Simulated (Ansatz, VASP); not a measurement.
CoSn in VASP and in Ansatz

```xyz
6
Lattice="5.2111 0.0000 0.0000 -2.6056 4.5130 0.0000 0.0000 0.0000 4.3701" Properties=species:S:1:pos:R:3 pbc="T T T"
Co   -1.3028    2.2565    0.0000
Co    1.3028    2.2565    0.0000
Co    2.6056    0.0000    0.0000
Sn    2.6056    1.5043    2.1851
Sn    0.0000    3.0087    2.1851
Sn    0.0000    0.0000    0.0000
```

Alike in both runs: task single point; functional PBE; k mesh 12 × 12 × 12; occupations gaussian, width 0.15 eV; no spin polarisation.

|  | VASP | Ansatz |
| --- | --- | --- |
| version | VASP 6.6.1 | Ansatz 0.2.0 |
| potentials or method | VASP PAW PBE potentials, release 64 (Co, Sn_d), cutoff 520 eV | scalar-relativistic, plane waves, PAW |
| valence electrons in the cell | 69 | 93 |

|  | VASP | Ansatz | Ansatz less VASP |
| --- | --- | --- | --- |
| gap on the k mesh at the Fermi level (eV) | none | none | - |
| pressure (GPa) | 0.3 | 0.4 | +0.08 |
| traceless stress, the component that is largest in VASP (GPa) | -5.89 | -5.85 | +0.038 |

A gap of «none» marks a metal or a gap that the smearing closes. VASP's potentials hold 69 valence electrons a cell and Ansatz's 93, so a difference there can come from the potentials and not from the codes.
